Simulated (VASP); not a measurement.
Runs of VASP 6.6.1 on MoS2. The structure is that of space group C2/m (No. 12), or close to it. The cells are those of the table. 

```tsv
cell	further INCAR settings	gap on the mesh (eV)	pressure (GPa)	largest force (eV/Å)
a = 3.080, b = 3.080, c = 17.801 Å, angles 76.5, 76.5, 60.0°, 9 atoms	ALGO = Fast; EDIFF = 1e-06; NBANDS = 49	none	0.9	0.61
a = 3.080, b = 3.080, c = 18.028 Å, angles 81.2, 81.2, 60.0°, 9 atoms	ALGO = Fast; EDIFF = 1e-06; NBANDS = 49	none	0.4	0.36
a = 3.080, b = 3.080, c = 17.174 Å, angles 86.9, 86.9, 60.0°, 9 atoms	ALGO = Fast; EDIFF = 1e-07; NBANDS = 49	none	1.0	0.55
a = 3.080, b = 3.080, c = 18.199 Å, angles 88.5, 88.5, 60.0°, 9 atoms	ALGO = Fast; EDIFF = 1e-06; NBANDS = 49	none	(a)	0.17
a = 3.080, b = 3.080, c = 17.869 Å, angles 84.1, 84.1, 60.0°, 9 atoms	ALGO = Fast; EDIFF = 1e-07; NBANDS = 49	none	-0.1	0.18
a = 3.080, b = 3.080, c = 18.379 Å, angles 76.9, 76.9, 60.0°, 9 atoms	ALGO = Fast; EDIFF = 1e-06; NBANDS = 49	none	(b)	0.13
a = 3.080, b = 3.080, c = 17.522 Å, angles 83.9, 83.9, 60.0°, 9 atoms	ALGO = Fast; EDIFF = 1e-07; NBANDS = 49	none	0.4	0.28
a = 3.080, b = 3.080, c = 18.042 Å, angles 76.7, 76.7, 60.0°, 9 atoms	ALGO = Fast; EDIFF = 1e-06; NBANDS = 49	none	0.3	0.25
```

Alike in all rows: task single point; level PBEsol+D3(BJ); potentials or basis VASP PAW PBE potentials, release 64 (Mo_sv, S); no spin polarisation; k mesh 14 × 14 × 3; cutoff (eV) 520; smearing gaussian 0.15 eV.

Question: Estimate the missing entries.

Answer: (a) -0.3; (b) -0.2.

Caveats: the PAW data sets were made with another functional, which shifts forces and pressure a little.

A k mesh can miss the band edges, and the runs leave out spin-orbit coupling on Mo.

A gap of «none» marks levels without a gap at the run's occupations.
